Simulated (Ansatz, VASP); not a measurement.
**One calculation of MgO, two programs**

```
Mg O
1.0
     3.39655    0.00000    0.00000
    -1.69828    2.94150    0.00000
     0.00000    0.00000    4.74804
Mg O
2 2
Cartesian
  0.0000 1.9610 0.1855
  1.6983 0.9805 2.5595
  0.0000 1.9610 1.9037
  1.6983 0.9805 4.2777
```

Alike in both runs: task single point; functional PBEsol; k mesh 9 × 9 × 6; occupations gaussian, width 0.05 eV; no spin polarisation.

```csv
,VASP,Ansatz
version,VASP 6.6.1,Ansatz 0.2.0
potentials or method,"VASP PAW PBE potentials, release 64 (Mg, O), cutoff 520 eV","scalar-relativistic, plane waves, PAW"
valence electrons in the cell,16,32
```

Ansatz gave:

```
gap on the k mesh at the Fermi level (eV)                     : 3.42
least direct gap on the mesh (eV)                             : 3.42
pressure (GPa)                                                : 9.2
traceless stress, the component that is largest in VASP (GPa) : 36.05
rms of the force components (eV/Å)                            : 2.447
```

Q: Which values does VASP return?

A: gap on the k mesh at the Fermi level (eV): 3.42; least direct gap on the mesh (eV): 3.42; pressure (GPa): 9.4; traceless stress, the component that is largest in VASP (GPa): 37.18; rms of the force components (eV/Å): 2.526.

VASP's potentials were made for PBE, not for PBEsol, and Ansatz warns of the same on its side. Atom by atom the forces differ by 0.079 eV/Å (rms over components). VASP's potentials hold 16 valence electrons a cell and Ansatz's 32, so a difference there can come from the potentials and not from the codes.
